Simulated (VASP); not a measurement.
The system is ZnCu2SnS4.

```xyz
8
Lattice="-2.7171 2.7171 5.4248 2.7171 -2.7171 5.4248 2.7171 2.7171 -5.4248" Properties=species:S:1:pos:R:3 pbc="T T T"
Zn    2.7171    0.0000    2.7124
Cu    0.0000    0.0000    0.0000
Cu    0.0000    2.7171    2.7124
Sn    0.0000    0.0000    5.4248
S     4.1093    1.3227    1.3910
S     1.3227    1.3249   -1.3910
S    -1.3922    1.3944    6.8158
S     1.3944    1.3922    4.0338
```

| Property | Result |
| --- | --- |
| Program | VASP 6.6.1 |
| Task | relaxation of cell and atoms |
| Functional | PBE |
| Potentials or basis | VASP PAW PBE potentials, release 64 (Zn, Cu, Sn_d, S) |
| Cutoff | 600 eV |
| k mesh | 2 × 2 × 2 |
| Occupations | fermi-dirac, width 0.02 eV |
| Spin | no spin polarisation |

At the start: pressure 2.1 GPa; volume 20.02 Å³/atom.

Problem. Where does the relaxation end?

Solution. Over 8 steps the energy falls by 8.3 meV/atom and the volume is 20.49 Å³/atom (+2.3 %); space group I-4 (No. 82, to 0.05 Å).

Step by step:
```tsv
step	energy change (eV)	largest force (eV/Å)	pressure (GPa)	volume (Å³)
1	0.0000	0.5025	2.10	160.20
2	-0.0519	0.1680	-0.84	166.37
3	-0.0532	0.2012	-0.52	165.49
4	-0.0628	0.1080	-0.28	164.63
5	-0.0580	0.1479	0.57	162.35
6	-0.0663	0.0111	0.08	163.72
7	-0.0663	0.0131	0.04	163.75
8	-0.0663	0.0061	0.01	163.91
```

Final structure:
```cif
data_structure
_symmetry_space_group_name_H-M 'P 1'
_symmetry_Int_Tables_number 1
_cell_length_a 6.6875
_cell_length_b 6.6875
_cell_length_c 6.6875
_cell_angle_alpha 131.577
_cell_angle_beta 131.577
_cell_angle_gamma 70.897
_cell_volume 163.91
loop_
_atom_site_label
_atom_site_type_symbol
_atom_site_fract_x
_atom_site_fract_y
_atom_site_fract_z
_atom_site_occupancy
Zn1 Zn 0.25000 0.75000 0.50000 1
Cu1 Cu 0.00000 0.00000 0.00000 1
Cu2 Cu 0.75000 0.25000 0.50000 1
Sn1 Sn 0.50000 0.50000 0.00000 1
S1 S 0.37160 0.89335 0.00677 1
S2 S 0.10665 0.11342 0.47824 1
S3 S 0.88658 0.36483 0.99323 1
S4 S 0.63517 0.62840 0.52176 1
```

Caveat: the k points lie up to 0.81 Å⁻¹ apart in the final cell.
